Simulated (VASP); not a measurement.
# Be16H (a cell with a defect) in VASP: notebook

The runs below take Be16H (a cell with a defect) through single point, relaxation of the atoms, with PBE+D3(BJ).

Everything below comes from runs of VASP 6.6.1. Logs are shortened: lines on timing, memory, paths and dates and some standing lists are left out, and cuts for length are marked.

### 1 The cell of the first run

The cell holds a defect, 17 atoms: a = 4.580 Å, b = 3.966 Å, c = 7.177 Å, α = 90.00°, β = 90.00°, γ = 90.00°.

### 2 Single point, PBE+D3(BJ)

File INCAR:

```
PREC = Accurate
ENCUT = 520
EDIFF = 1E-6
ISMEAR = 0
SIGMA = 0.05
LREAL = Auto
LASPH = T
NELM = 60
ALGO = Normal
ISIF = 2
LWAVE = F
LCHARG = F
GGA = PE
IVDW = 12
NBANDS = 30
```

File KPOINTS:

```
Automatic mesh
0
Gamma
  5 6 4
```

File POSCAR:

```
Be16H
1.0
   -2.2900000000     -3.9663960000      0.0000000000
    3.4350000000     -1.9831980000      0.0000000000
    0.0000000000      0.0000000000      7.1768600000
Be H
16 1
Direct
    0.7511569261      0.5000545446     -0.0015076231
    0.4997310837      0.3320387720      0.2461972227
    0.7721617994      0.5127372695      0.4989728098
    0.4997094094      0.3328697373      0.7543638862
    0.4997397838     -0.0034453843     -0.0017538311
    0.2475622466      0.8332103478      0.2473376936
    0.4997412606     -0.0349550257      0.4984653456
    0.2490801823      0.8335725233      0.7470393738
    0.2483135235      0.5000404567     -0.0014998203
   -0.0002496574      0.3319957160      0.2455792645
    0.2273305950      0.5127091885      0.4989526060
   -0.0002524324      0.3322448122      0.7482125888
   -0.0002720877      0.0003565995     -0.0027927255
    0.7519482929      0.8332260817      0.2473395050
   -0.0002415347      0.0108340278      0.4967694786
    0.7503827267      0.8335995470      0.7470439719
    0.4997703385      0.3294017686      0.4696689081
```

Potentials or basis: VASP PAW PBE potentials, release 64 (Be, H).

Run with:

```
> cat potpaw_PBE.64/Be/POTCAR potpaw_PBE.64/H/POTCAR > POTCAR
> mpirun -np 1 vasp_std > vasp.out
```

OUTCAR:

```text
PREC = Accurate
   ENCUT = 520
   EDIFF = 1E-6
   ISMEAR = 0
   LREAL = Auto
   LASPH = T
   NELM = 60
   ISIF = 2
   GGA = PE
   IVDW = 12
 IVDW          = 12

 ion  position               nearest neighbor table
   1  0.751  0.500  0.998-   4 2.20  10 2.21   2 2.22  14 2.22  12 2.23  16 2.24   9 2.28   5 2.28
                            13 2.29  13 2.29   9 2.30   5 2.31
   2  0.500  0.332  0.246-  17 1.60   9 2.22   1 2.22   5 2.22  10 2.29  10 2.29   6 2.29  14 2.29
                             6 2.30  14 2.30  11 2.32   3 2.32   7 2.32
   3  0.772  0.513  0.499-  17 1.46  11 2.08   7 2.19  12 2.19  16 2.19  14 2.21  10 2.22  15 2.23
                            15 2.25   2 2.32   4 2.33
   4  0.500  0.333  0.754-   9 2.20   1 2.20   5 2.20   8 2.29  16 2.29  12 2.29  12 2.29   8 2.29
                            16 2.29  11 2.33   3 2.33   7 2.35
   5  0.500  0.997  0.998-   4 2.20   2 2.22   6 2.22  14 2.22  16 2.23   8 2.23   1 2.28   9 2.28
                            13 2.29  13 2.29   9 2.31   1 2.31
   6  0.248  0.833  0.247-   7 2.20  11 2.21   9 2.22   5 2.22  13 2.22  15 2.23  14 2.27  10 2.28
                            10 2.29   2 2.29   2 2.30  14 2.31
   7  0.500  0.965  0.498-  17 1.46  16 2.18   8 2.18   3 2.19  11 2.19   6 2.20  14 2.20  15 2.30
                            15 2.30   2 2.32   4 2.35
   8  0.249  0.834  0.747-   7 2.18  11 2.19  13 2.23   5 2.23   9 2.24  15 2.24  12 2.28  16 2.28
                             4 2.29  12 2.29   4 2.29  16 2.30
   9  0.248  0.500  0.999-   4 2.20  10 2.21   2 2.22   6 2.22  12 2.23   8 2.24   1 2.28   5 2.28
                            13 2.29  13 2.29   1 2.30   5 2.31
  10  1.000  0.332  0.246-  15 2.21   9 2.21   1 2.21  11 2.22   3 2.22  13 2.22  14 2.28   6 2.28
                             6 2.29  14 2.29   2 2.29   2 2.29
  11  0.227  0.513  0.499-  17 1.46   3 2.08   7 2.19  12 2.19   8 2.19   6 2.21  10 2.22  15 2.23
                            15 2.25   2 2.32   4 2.33
  12  1.000  0.332  0.748-   3 2.19  11 2.19  15 2.21  13 2.22   9 2.23   1 2.23  16 2.28   8 2.28
                             4 2.29   4 2.29   8 2.29  16 2.29
  13  1.000  0.000  0.997-  10 2.22  12 2.22  14 2.22   6 2.22  16 2.23   8 2.23   9 2.29   1 2.29
                             1 2.29   9 2.29   5 2.29   5 2.29
  14  0.752  0.833  0.247-   7 2.20   3 2.21   1 2.22   5 2.22  13 2.22  15 2.23   6 2.27  10 2.28
                            10 2.29   2 2.29   2 2.30   6 2.31
  15  1.000  0.011  0.497-  10 2.21  12 2.21  14 2.23   6 2.23   3 2.23  11 2.23   8 2.24  16 2.24
                            11 2.25   3 2.25   7 2.30   7 2.30
  16  0.750  0.834  0.747-   7 2.18   3 2.19  13 2.23   5 2.23   1 2.24  15 2.24  12 2.28   8 2.28
                             4 2.29  12 2.29   4 2.29   8 2.30
  17  0.500  0.329  0.470-   3 1.46  11 1.46   7 1.46   2 1.60

  LATTYP: Found a simple orthorhombic cell.
 ALAT       =     3.9663962620
 B/A-ratio  =     1.1547004875
 C/A-ratio  =     1.8094157835

  Lattice vectors:

 A1 = (  -3.4350000000,   1.9831980000,   0.0000000000)
 A2 = (  -2.2900000000,  -3.9663960000,   0.0000000000)
 A3 = (   0.0000000000,   0.0000000000,   7.1768600000)

Analysis of symmetry for initial positions (statically):
=====================================================================
 Subroutine PRICEL returns:
 Original cell was already a primitive cell.

 Routine SETGRP: Setting up the symmetry group for a
 simple orthorhombic supercell.

 Subroutine GETGRP returns: Found  1 space group operations
 (whereof  1 operations were pure point group operations)
 out of a pool of  8 trial point group operations.

The static configuration has the point symmetry C_1 .

Analysis of symmetry for dynamics (positions and initial velocities):
=====================================================================
 Subroutine PRICEL returns:
 Original cell was already a primitive cell.

 Routine SETGRP: Setting up the symmetry group for a
 simple orthorhombic supercell.

 Subroutine GETGRP returns: Found  1 space group operations
 (whereof  1 operations were pure point group operations)
 out of a pool of  8 trial point group operations.

The dynamic configuration has the point symmetry C_1 .

 Subroutine INISYM returns: Found  1 space group operations
 (whereof  1 operations are pure point group operations),
 and found     1 'primitive' translations

----------------------------------------------------------------------------------------

                                     Primitive cell

  volume of cell :     130.3755

  direct lattice vectors                    reciprocal lattice vectors
    -2.290000000 -3.966396000  0.000000000    -0.109170306 -0.189088533  0.000000000
     3.435000000 -1.983198000  0.000000000     0.218340611 -0.126059022  0.000000000
     0.000000000  0.000000000  7.176860000     0.000000000  0.000000000  0.139336702

  length of vectors
     4.579999697  3.966396262  7.176860000     0.218340626  0.252118027  0.139336702

  position of ions in fractional coordinates (direct lattice)
     0.751156926  0.500054545  0.998492377
     0.499731084  0.332038772  0.246197223
     0.772161799  0.512737270  0.498972810
     0.499709409  0.332869737  0.754363886
     0.499739784  0.996554616  0.998246169
     0.247562247  0.833210348  0.247337694
[... 9 lines left out ...]
     0.750382727  0.833599547  0.747043972
     0.499770338  0.329401769  0.469668908

  ion indices of the primitive-cell ions
   primitive index   ion index
                 1           1
                 2           2
                 3           3
                 4           4
                 5           5
                 6           6
[... 9 lines left out ...]
                16          16
                17          17

----------------------------------------------------------------------------------------

 KPOINTS: Automatic mesh

Automatic generation of k-mesh.
 Grid dimensions read from file:
 generate k-points for:    5    6    4

 Generating k-lattice:

  Cartesian coordinates                     Fractional coordinates (reciprocal lattice)
    -0.021834061 -0.037817707  0.000000000     0.200000000  0.000000000  0.000000000
     0.036390102 -0.021009837  0.000000000    -0.000000000  0.166666667  0.000000000
     0.000000000  0.000000000  0.034834175     0.000000000  0.000000000  0.250000000

  Length of vectors
     0.043668125  0.042019671  0.034834175

  Shift w.r.t. Gamma in fractional coordinates (k-lattice)
     0.000000000  0.000000000  0.000000000

 Subroutine IBZKPT returns following result:
 ===========================================

 Found     62 irreducible k-points:

 Following reciprocal coordinates:
            Coordinates               Weight
  0.000000  0.000000  0.000000      1.000000
  0.200000  0.000000  0.000000      2.000000
  0.400000  0.000000  0.000000      2.000000
  0.000000  0.166667  0.000000      2.000000
  0.200000  0.166667  0.000000      2.000000
 -0.200000  0.166667  0.000000      2.000000
[... 16 lines left out ...]
  0.000000  0.166667 -0.250000      2.000000
  0.200000  0.166667  0.250000      2.000000
 [... further k-points ...]
   k-points           NKPTS =     62   k-points in BZ     NKDIM =     62   number of bands    NBANDS=     30
   number of dos      NEDOS =    301   number of ions     NIONS =     17
   total plane-waves  NPLWV =  58320
   dimension x,y,z NGX =    36 NGY =   30 NGZ =   54
   dimension x,y,z NGXF=    72 NGYF=   60 NGZF=  108
   ions per type =              16   1
   NGX,Y,Z   is equivalent  to a cutoff of  13.07, 12.57, 12.51 a.u.
   NGXF,Y,Z  is equivalent  to a cutoff of  26.13, 25.15, 25.02 a.u.
 SYSTEM =  unknown system
   PREC   = accura    normal or accurate (medium, high low for compatibility)
   ISTART =      0    job   : 0-new  1-cont  2-samecut
   ICHARG =      2    charge: 1-file 2-atom 10-const
   ISPIN  =      1    spin polarized calculation?
   LNONCOLLINEAR =      F non collinear calculations
   LSORBIT =      F    spin-orbit coupling
   LASPH  =      T    aspherical Exc in radial PAW
   ENCUT  =  520.0 eV  38.22 Ry    6.18 a.u.   8.52  7.37 13.34*2*pi/ulx,y,z
   NELM   =     60;   NELMIN=  2; NELMDL= -5     # of ELM steps
   EDIFF  = 0.1E-05   stopping-criterion for ELM
   LREAL  =      T    real-space projection
   EDIFFG = 0.1E-04   stopping-criterion for IOM
   NSW    =      0    number of steps for IOM
   IBRION =     -1    ionic relax: 0-MD 1-quasi-New 2-CG
   NFREE  =      0    steps in history (QN), initial steepest desc. (CG)
   ISIF   =      2    stress and relaxation
   ISYM   =      2    0-nonsym 1-usesym 2-fastsym
   POTIM  = 0.5000    time-step for ionic-motion
   TEBEG  =    0.0;   TEEND  =   0.0 temperature during run
   PSTRESS=    0.0 pullay stress
   NELECT =      33.0000    total number of electrons
   NUPDOWN=      -1.0000    fix difference up-down
   EMIN   =  10.00;   EMAX   =-10.00  energy-range for DOS
   EFERMI =   0.00;   METHOD = LEGACY
   ISMEAR =     0;   SIGMA  =   0.05  broadening in eV -4-tet -1-fermi 0-gaus
   EFERMI_NEDOS =   21; number of points for ismear=-14 and -15
   IALGO  =     38    algorithm
   IMIX   =      4    mixing-type and parameters
     AMIX     =   0.40;   BMIX     =  1.00
     AMIX_MAG =   1.60;   BMIX_MAG =  1.00
  volume/ion in A,a.u.               =       7.67        51.75
  Fermi-wavevector in a.u.,A,eV,Ry     =   1.035573  1.956950 14.591049  1.072412
  Thomas-Fermi vector in A             =   2.169923
   LORBIT       =      0    0 simple, 1 ext, 2 COOP (PROOUT), +10 PAW based schemes
   GGA     = PE    functional components
   LHFCALC =     F    Hartree Fock is set to
   AEXX    =    0.0000 exact exchange contribution
   IVDW    =    12    specifies the selected vdW correction
   LEPSILON=     F    determine dielectric tensor
   LRPA    =     F    only Hartree local field effects (RPA)
 non-spin polarized calculation
 Gauss-broadening in eV      SIGMA  =   0.05
  energy-cutoff  :      520.00
  volume of cell :      130.38
 maximum number of plane-waves:      3532
 NGX is ok and might be reduce to    36
   NGX = 17   NGY = 15   NGZ = 27

 number of electron      33.0000001 magnetization

 Free energy of the ion-electron system (eV)
  ---------------------------------------------------
  ext. energy  EPLUGINS =         0.00000000
  ---------------------------------------------------
  free energy    TOTEN  =       -61.91582504 eV

  energy without entropy =      -61.91576754  energy(sigma->0) =      -61.91579629

 E-fermi :   7.3531     XC(G=0): -10.5783

 val. band max:        7.2677441254   @ k =   0.4000   0.5000   0.0000
 cond. band min:       7.4382354464   @ k =   0.4000   0.0000   0.0000
 fundamental gap:      0.1704913211
 Fermi energy:         7.3531478112

 k-point     1 :       0.0000    0.0000    0.0000
  band No.  band energies     occupation
      1      -5.1344      2.00000
      2      -2.9577      2.00000
      3      -2.1785      2.00000
      4      -0.3053      2.00000
      5       0.9647      2.00000
      6       1.5460      2.00000
[... 20 lines left out ...]
     27      10.3980      0.00000
     28      10.4265      0.00000

 k-point     2 :       0.2000    0.0000    0.0000
  band No.  band energies     occupation
      1      -4.9703      2.00000
      2      -2.8352      2.00000
      3      -1.9609      2.00000
      4      -1.2774      2.00000
      5       0.4049      2.00000
      6       1.2314      2.00000
[... 674 lines left out ...]
 k-point    24 :       0.2000    0.1667    0.2500
  band No.  band energies     occupation
      1      -4.7612      2.00000
      2      -3.0487      2.00000
      3      -1.5603      2.00000
      4      -0.6151      2.00000
      5       0.0951      2.00000
      6       0.6450      2.00000
[... 20 lines left out ...]
     27      11.9530      0.00000
     28      12.2974      0.00000

 [... further k-points ...]

 [bands above 28 left out]

------------------------ aborting loop because EDIFF is reached ----------------------------------------

 Edisp (eV)   -5.70924

 E8    (eV) :    -1.9587

  FORCE on cell =-STRESS in cart. coord.  units (eV):
  Direction    XX          YY          ZZ          XY          YZ          ZX
  --------------------------------------------------------------------------------------
  -------------------------------------------------------------------------------------
  Total      -4.96507    -4.47675    -6.41080     0.42232    -0.03389     0.05866
  in kB     -61.01542   -55.01449   -78.78201     5.18991    -0.41642     0.72082
  external pressure =      -64.94 kB  Pullay stress =        0.00 kB

 VOLUME and BASIS-vectors are now :
 -----------------------------------------------------------------------------
  energy-cutoff  :      520.00
  volume of cell :      130.38
      direct lattice vectors                 reciprocal lattice vectors
    -2.290000000 -3.966396000  0.000000000    -0.109170306 -0.189088533  0.000000000
     3.435000000 -1.983198000  0.000000000     0.218340611 -0.126059022  0.000000000
     0.000000000  0.000000000  7.176860000     0.000000000  0.000000000  0.139336702

 POSITION                                       TOTAL-FORCE (eV/Angst)
 -----------------------------------------------------------------------------------
     -0.00246     -3.97109      7.16604        -0.001015      0.000127      0.000430
     -0.00383     -2.64063      1.76692         0.003654     -0.002760      0.007844
     -0.00700     -4.07956      3.58106        -0.000237     -0.005367      0.006624
     -0.00093     -2.64219      5.41396        -0.000914     -0.000505     -0.013924
      2.27876     -3.95853      7.16427        -0.001232      0.000937     -0.003311
      2.29516     -2.63435      1.77511         0.001544      0.001992     -0.005852
[... 9 lines left out ...]
      1.14504     -4.62951      5.36143        -0.000431      0.001807      0.000007
     -0.01298     -2.63556      3.37075         0.000284      0.000574     -0.014443
 -----------------------------------------------------------------------------------
    total drift:                               -0.000140     -0.000773      0.000321

  FREE ENERGIE OF THE ION-ELECTRON SYSTEM (eV)
  ---------------------------------------------------
  free  energy   TOTEN  =       -67.6250685750 eV

  energy  without entropy=      -67.6250110692  energy(sigma->0) =      -67.62503982
```

Wall time 3.5 min (1 thread of Intel Xeon 6975P-C (Granite Rapids), shared host); peak memory 0.32 GiB.

Results:

```yaml
Free_energy: -67.6251 eV
Pressure: -6.5 GPa
Largest_force: 0.018 eV/Å
Band_gap_on_the_k_mesh: zero (an odd number of electrons rules out a gap without spin polarisation)
Dispersion_energy_per_atom: -0.336 eV
```

Forces in eV/Å, atoms in the order of the input:
```
Be  -0.001  0.000  0.000
Be   0.004 -0.003  0.008
Be   0.000 -0.005  0.007
Be  -0.001 -0.001 -0.014
Be  -0.001  0.001 -0.003
Be   0.002  0.002 -0.006
Be  -0.008  0.005  0.015
Be  -0.001 -0.001  0.000
Be   0.000  0.000  0.000
Be   0.001  0.000 -0.002
Be   0.005  0.002  0.007
Be   0.001  0.000 -0.003
Be  -0.002  0.001 -0.005
Be  -0.001 -0.002 -0.005
Be   0.005 -0.002  0.014
Be   0.000  0.002  0.000
H    0.000  0.001 -0.014
```

(Part 1 of 2 ends here.)
